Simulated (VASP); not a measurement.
# Ir (Fd-3m) in VASP: single point with PBE

Aim: the single point of Ir with PBE.

Program: VASP 6.6.1. These are calculated values, not measurements. Logs are shortened: lines on timing, memory, paths and dates and some standing lists are left out, and cuts for length are marked.

### Step 1. The cell of the first run

The structure is cubic, space group Fd-3m (No. 227). Conventional cell: a = 5.570 Å, b = 5.570 Å, c = 5.570 Å, α = 90.00°, β = 90.00°, γ = 90.00°. Ir (site symmetry -43m) has 4 Ir at 2.41 Å within 3.2 Å.

This isn't the form of Ir at room conditions, which is fcc.

### Step 2. Single point, PBE

Contents of INCAR:

```
ALGO = Normal ; EDIFF = 1E-6
ENCUT = 520 ; GGA = PE
ISIF = 2 ; ISMEAR = -1
LASPH = True ; LCHARG = False
LREAL = False ; LWAVE = False
NBANDS = 16 ; NELM = 80
PREC = Accurate ; SIGMA = 0.1
```

Contents of KPOINTS:

```
k-points
0
Gamma
  5 5 5
```

Contents of POSCAR:

```
Ir
1.0
    0.0000000000      2.7850764218      2.7850764218
    2.7850764218      0.0000000000      2.7850764218
    2.7850764218      2.7850764218      0.0000000000
Ir
2
Direct
    0.1250000000      0.1250000000      0.1250000000
    0.8750000000      0.8750000000      0.8750000000
```

Potentials or basis: VASP PAW PBE potentials, release 64 (Ir).

Launch:

```sh
$ cat potpaw_PBE.64/Ir/POTCAR > POTCAR
$ mpirun -np 1 vasp_std > vasp.out
```

OUTCAR:

```text
EDIFF = 1E-6
   ENCUT = 520
   GGA = PE
   ISIF = 2
   ISMEAR = -1
   LASPH = True
   LREAL = False
   NELM = 80
   PREC = Accurate

 ion  position               nearest neighbor table
   1  0.125  0.125  0.125-   2 2.41   2 2.41   2 2.41   2 2.41
   2  0.875  0.875  0.875-   1 2.41   1 2.41   1 2.41   1 2.41

  LATTYP: Found a face centered cubic cell.
 ALAT       =     5.5701528436

  Lattice vectors:

 A1 = (   0.0000000000,   2.7850764218,   2.7850764218)
 A2 = (   2.7850764218,   0.0000000000,   2.7850764218)
 A3 = (   2.7850764218,   2.7850764218,   0.0000000000)

Analysis of symmetry for initial positions (statically):
=====================================================================
 Subroutine PRICEL returns:
 Original cell was already a primitive cell.

 Routine SETGRP: Setting up the symmetry group for a
 face centered cubic supercell.

 Subroutine GETGRP returns: Found 48 space group operations
 (whereof 12 operations were pure point group operations)
 out of a pool of 48 trial point group operations.

The static configuration has the point symmetry D_3d.
 The point group associated with its full space group is O_h .

Analysis of symmetry for dynamics (positions and initial velocities):
=====================================================================
 Subroutine PRICEL returns:
 Original cell was already a primitive cell.

 Routine SETGRP: Setting up the symmetry group for a
 face centered cubic supercell.

 Subroutine GETGRP returns: Found 48 space group operations
 (whereof 12 operations were pure point group operations)
 out of a pool of 48 trial point group operations.

The dynamic configuration has the point symmetry D_3d.
 The point group associated with its full space group is O_h .

 Subroutine INISYM returns: Found 48 space group operations
 (whereof 12 operations are pure point group operations),
 and found     1 'primitive' translations

----------------------------------------------------------------------------------------

                                     Primitive cell

  volume of cell :      43.2057

  direct lattice vectors                    reciprocal lattice vectors
     0.000000000  2.785076422  2.785076422    -0.179528287  0.179528287  0.179528287
     2.785076422  0.000000000  2.785076422     0.179528287 -0.179528287  0.179528287
     2.785076422  2.785076422  0.000000000     0.179528287  0.179528287 -0.179528287

  length of vectors
     3.938692848  3.938692848  3.938692848     0.310952115  0.310952115  0.310952115

  position of ions in fractional coordinates (direct lattice)
     0.125000000  0.125000000  0.125000000
     0.875000000  0.875000000  0.875000000

  ion indices of the primitive-cell ions
   primitive index   ion index
                 1           1
                 2           2

----------------------------------------------------------------------------------------

 KPOINTS: k-points

Automatic generation of k-mesh.
 Grid dimensions read from file:
 generate k-points for:    5    5    5

 Generating k-lattice:

  Cartesian coordinates                     Fractional coordinates (reciprocal lattice)
    -0.035905657  0.035905657  0.035905657     0.200000000  0.000000000  0.000000000
     0.035905657 -0.035905657  0.035905657     0.000000000  0.200000000  0.000000000
     0.035905657  0.035905657 -0.035905657     0.000000000  0.000000000  0.200000000

  Length of vectors
     0.062190423  0.062190423  0.062190423

  Shift w.r.t. Gamma in fractional coordinates (k-lattice)
     0.000000000  0.000000000  0.000000000

 Subroutine IBZKPT returns following result:
 ===========================================

 Found     10 irreducible k-points:

 Following reciprocal coordinates:
            Coordinates               Weight
  0.000000  0.000000  0.000000      1.000000
  0.200000  0.000000  0.000000      8.000000
  0.400000  0.000000  0.000000      8.000000
  0.200000  0.200000  0.000000      6.000000
  0.400000  0.200000  0.000000     24.000000
 -0.400000  0.200000  0.000000     24.000000
 -0.200000  0.200000  0.000000     12.000000
  0.400000  0.400000  0.000000      6.000000
 -0.400000  0.400000  0.000000     12.000000
 -0.400000  0.400000  0.200000     24.000000
   k-points           NKPTS =     10   k-points in BZ     NKDIM =     10   number of bands    NBANDS=     16
   number of dos      NEDOS =    301   number of ions     NIONS =      2
   total plane-waves  NPLWV =  27000
   dimension x,y,z NGX =    30 NGY =   30 NGZ =   30
   dimension x,y,z NGXF=    60 NGYF=   60 NGZF=   60
   ions per type =               2
   NGX,Y,Z   is equivalent  to a cutoff of  12.66, 12.66, 12.66 a.u.
   NGXF,Y,Z  is equivalent  to a cutoff of  25.33, 25.33, 25.33 a.u.
 SYSTEM =  unknown system
   PREC   = accura    normal or accurate (medium, high low for compatibility)
   ISTART =      0    job   : 0-new  1-cont  2-samecut
   ICHARG =      2    charge: 1-file 2-atom 10-const
   ISPIN  =      1    spin polarized calculation?
   LNONCOLLINEAR =      F non collinear calculations
   LSORBIT =      F    spin-orbit coupling
   LASPH  =      T    aspherical Exc in radial PAW
   ENCUT  =  520.0 eV  38.22 Ry    6.18 a.u.   7.32  7.32  7.32*2*pi/ulx,y,z
   NELM   =     80;   NELMIN=  2; NELMDL= -5     # of ELM steps
   EDIFF  = 0.1E-05   stopping-criterion for ELM
   LREAL  =      F    real-space projection
   EDIFFG = 0.1E-04   stopping-criterion for IOM
   NSW    =      0    number of steps for IOM
   IBRION =     -1    ionic relax: 0-MD 1-quasi-New 2-CG
   NFREE  =      0    steps in history (QN), initial steepest desc. (CG)
   ISIF   =      2    stress and relaxation
   ISYM   =      2    0-nonsym 1-usesym 2-fastsym
   POTIM  = 0.5000    time-step for ionic-motion
   TEBEG  =    0.0;   TEEND  =   0.0 temperature during run
   PSTRESS=    0.0 pullay stress
   NELECT =      18.0000    total number of electrons
   NUPDOWN=      -1.0000    fix difference up-down
   EMIN   =  10.00;   EMAX   =-10.00  energy-range for DOS
   EFERMI =   0.00;   METHOD = LEGACY
   ISMEAR =    -1;   SIGMA  =   0.10  broadening in eV -4-tet -1-fermi 0-gaus
   EFERMI_NEDOS =   21; number of points for ismear=-14 and -15
   IALGO  =     38    algorithm
   IMIX   =      4    mixing-type and parameters
     AMIX     =   0.40;   BMIX     =  1.00
     AMIX_MAG =   1.60;   BMIX_MAG =  1.00
  volume/ion in A,a.u.               =      21.60       145.78
  Fermi-wavevector in a.u.,A,eV,Ry     =   1.222696  2.310561 20.340518  1.494986
  Thomas-Fermi vector in A             =   2.357834
   LORBIT       =      0    0 simple, 1 ext, 2 COOP (PROOUT), +10 PAW based schemes
   GGA     = PE    functional components
   LHFCALC =     F    Hartree Fock is set to
   AEXX    =    0.0000 exact exchange contribution
   IVDW    =     0    specifies the selected vdW correction
   LEPSILON=     F    determine dielectric tensor
   LRPA    =     F    only Hartree local field effects (RPA)
 non-spin polarized calculation
  energy-cutoff  :      520.00
  volume of cell :       43.21
 maximum number of plane-waves:      1211
 NGX is ok and might be reduce to    30
   NGX = 15   NGY = 15   NGZ = 15

 number of electron      18.0000001 magnetization

 Free energy of the ion-electron system (eV)
  ---------------------------------------------------
  ext. energy  EPLUGINS =         0.00000000
  ---------------------------------------------------
  free energy    TOTEN  =       -15.74864158 eV

  energy without entropy =      -15.67792251  energy(sigma->0) =      -15.71328205

 E-fermi :   5.1927     XC(G=0): -11.1527

 val. band max:        5.0222690720   @ k =  -0.2000   0.2000   0.0000
 cond. band min:       5.2653463737   @ k =   0.4000   0.4000   0.0000
 fundamental gap:      0.2430773017
 Fermi energy:         5.1927389734

 k-point     1 :       0.0000    0.0000    0.0000
  band No.  band energies     occupation
      1      -2.7848      2.00000
      2       0.1578      2.00000
      3       0.1578      2.00000
      4       0.5409      2.00000
      5       0.5409      2.00000
      6       0.5409      2.00000
[... 8 lines left out ...]
     15      17.6112      0.00000
     16      17.6112      0.00000

 k-point     2 :       0.2000    0.0000    0.0000
  band No.  band energies     occupation
      1      -2.1339      2.00000
      2      -0.0577      2.00000
      3      -0.0577      2.00000
      4       0.4742      2.00000
      5       0.9403      2.00000
      6       0.9403      2.00000
[... 8 lines left out ...]
     15      15.8508      0.00000
     16      17.8954      0.00000

 k-point     3 :       0.4000    0.0000    0.0000
  band No.  band energies     occupation
      1      -0.8670      2.00000
      2       0.1378      2.00000
      3       0.1378      2.00000
      4       0.3160      2.00000
      5       0.7489      2.00000
      6       0.7489      2.00000
[... 8 lines left out ...]
     15      14.8956      0.00000
     16      18.3028      0.00000

 k-point     4 :       0.2000    0.2000    0.0000
  band No.  band energies     occupation
      1      -1.8838      2.00000
      2      -0.5033      2.00000
      3       0.5036      2.00000
      4       0.5036      2.00000
      5       0.6122      2.00000
      6       1.3954      2.00000
[... 8 lines left out ...]
     15      15.0628      0.00000
     16      15.9338      0.00000

 k-point     5 :       0.4000    0.2000    0.0000
  band No.  band energies     occupation
      1      -0.7052      2.00000
      2      -0.5423      2.00000
      3       0.2265      2.00000
      4       0.3923      2.00000
      5       0.9788      2.00000
      6       1.4360      2.00000
[... 8 lines left out ...]
     15      15.0952      0.00000
     16      17.8973      0.00000

 k-point     6 :      -0.4000    0.2000    0.0000
  band No.  band energies     occupation
      1      -0.4664      2.00000
      2      -0.1176      2.00000
      3      -0.0149      2.00000
      4       0.2919      2.00000
      5       0.9191      2.00000
      6       1.4406      2.00000
[... 8 lines left out ...]
     15      15.3789      0.00000
     16      19.2451      0.00000

 k-point     7 :      -0.2000    0.2000    0.0000
  band No.  band energies     occupation
      1      -1.2210      2.00000
      2      -0.3125      2.00000
      3       0.1565      2.00000
      4       0.3429      2.00000
      5       0.7001      2.00000
      6       1.5962      2.00000
[... 8 lines left out ...]
     15      15.6938      0.00000
     16      17.9444      0.00000

 k-point     8 :       0.4000    0.4000    0.0000
  band No.  band energies     occupation
      1      -0.6715      2.00000
      2       0.0435      2.00000
      3       0.3803      2.00000
      4       0.3803      2.00000
      5       0.6279      2.00000
      6       1.8799      2.00000
[... 8 lines left out ...]
     15      14.9230      0.00000
     16      15.6000      0.00000

 k-point     9 :      -0.4000    0.4000    0.0000
  band No.  band energies     occupation
      1      -0.6212      2.00000
      2      -0.1821      2.00000
      3       0.2129      2.00000
      4       0.4556      2.00000
      5       1.3605      2.00000
      6       2.1340      2.00000
[... 8 lines left out ...]
     15      15.4250      0.00000
     16      17.6508      0.00000

 k-point    10 :      -0.4000    0.4000    0.2000
  band No.  band energies     occupation
      1      -0.5052      2.00000
      2      -0.4457      2.00000
      3       0.2279      2.00000
      4       0.5109      2.00000
      5       1.4417      2.00000
      6       1.9351      2.00000
[... 8 lines left out ...]
     15      17.1447      0.00000
     16      18.2058      0.00000

------------------------ aborting loop because EDIFF is reached ----------------------------------------

  FORCE on cell =-STRESS in cart. coord.  units (eV):
  Direction    XX          YY          ZZ          XY          YZ          ZX
  --------------------------------------------------------------------------------------
  -------------------------------------------------------------------------------------
  Total       -0.0697514     -0.0697514     -0.0697514     -0.0000000      0.0000000      0.0000000
  in kB       -2.5865591     -2.5865591     -2.5865591     -0.0000000      0.0000000      0.0000000
  external PRESSURE =      -2.5865591 kB  Pullay stress =       0.0000000 kB

 VOLUME and BASIS-vectors are now :
 -----------------------------------------------------------------------------
  energy-cutoff  :      520.00
  volume of cell :       43.21
      direct lattice vectors                 reciprocal lattice vectors
     0.000000000  2.785076422  2.785076422    -0.179528287  0.179528287  0.179528287
     2.785076422  0.000000000  2.785076422     0.179528287 -0.179528287  0.179528287
     2.785076422  2.785076422  0.000000000     0.179528287  0.179528287 -0.179528287

 POSITION                                       TOTAL-FORCE (eV/Angst)
 -----------------------------------------------------------------------------------
      0.69627      0.69627      0.69627         0.000000      0.000000      0.000000
      4.87388      4.87388      4.87388        -0.000000     -0.000000     -0.000000
 -----------------------------------------------------------------------------------
    total drift:                               -0.000000      0.000000      0.000000

  FREE ENERGIE OF THE ION-ELECTRON SYSTEM (eV)
  ---------------------------------------------------
  free  energy   TOTEN  =       -15.7486415849 eV

  energy  without entropy=      -15.6779225084  energy(sigma->0) =      -15.71328205
```

Run time: 8.6 s. Hardware: 1 thread of AMD EPYC 7R13 (Zen 3), shared host; peak memory 0.13 GiB.

Results:

```
Free energy            : -15.7486 eV
Pressure               : -0.3 GPa
Band gap on the k mesh : zero (bands 9 and 10 overlap by 0.87 eV)
```

Caveat: the k points lie up to 0.39 Å⁻¹ apart, too coarse for converged energies and pressures of a metal; spin-orbit coupling is left out, which moves the levels of the heavy elements.
